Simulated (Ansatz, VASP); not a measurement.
This is a calculation of CdTe for VASP 6.6.1.

INCAR

```
SYSTEM = CdTe
PREC = Accurate
ENCUT = 600
EDIFF = 1E-7
ISMEAR = -1
SIGMA = 0.05
LREAL = .FALSE.
LASPH = .TRUE.
NELM = 60
ALGO = Normal
ISIF = 3
LWAVE = .FALSE.
LCHARG = .FALSE.
GGA = RE
IBRION = 2
NSW = 80
EDIFFG = -0.02
```

KPOINTS

```
regular mesh
0
G
  7 7 7
  0 0 0
```

POSCAR

```
CdTe
1.0
    0.0000000000      3.2050000000      3.2050000000
    3.2050000000      0.0000000000      3.2050000000
    3.2050000000      3.2050000000      0.0000000000
Te Cd
1 1
Direct
    0.7500000000      0.7500000000      0.7500000000
    0.0000000000      0.0000000000      0.0000000000
```

Potentials or basis: VASP PAW PBE potentials, release 64 (Te, Cd).

Run with:

```bash
$ cat potpaw_PBE.64/Te/POTCAR potpaw_PBE.64/Cd/POTCAR > POTCAR
$ mpirun -np 1 vasp_std > vasp.out
```

Translate it to Ansatz 0.2.0. Potentials there: all-electron LAPW, scalar-relativistic.

As run (the cutoff follows the program's own potentials):

input.yaml

```yaml
crystal:
  lattice:
    - [0.0, 3.205, 3.205]
    - [3.205, 0.0, 3.205]
    - [3.205, 3.205, 0.0]
  atoms:
    - { symbol: Te, position: [0.75, 0.75, 0.75] }
    - { symbol: Cd, position: [0.0, 0.0, 0.0] }
kpoints:
  mp_grid: { grid: [7, 7, 7] }
scf:
  occupations: { method: fermi_dirac, width: 0.05 }
hamiltonian:
  xc: revpbe
  pseudopotentials: { kind: all_electron, lapw: { basis_error: 0.001 } }
output:
  forces: true
  stress: true
relax:
  f_tol: 0.02
  max_steps: 60
  cell: {}
```

Potentials or basis: all-electron LAPW, scalar-relativistic.

The run is started by

```console
$ ansatz run input.yaml --threads 1 --pin off --max-ram 3072MiB --backend cpu --events-out ev --progress --plain --runs-dir out
```

Both were run:

|  | VASP | Ansatz | Ansatz less VASP |
| --- | --- | --- | --- |
| relaxed volume (Å³/atom) | 37.50 | 37.46 | -0.038 |
| relaxed cell length with the largest relative difference (Å) | 4.733 | 4.732 | -0.0016 |

VASP's potentials were made for PBE, not for revPBE. Ansatz ran all-electron here, and VASP with PAW potentials.

Spin-orbit coupling is off throughout.
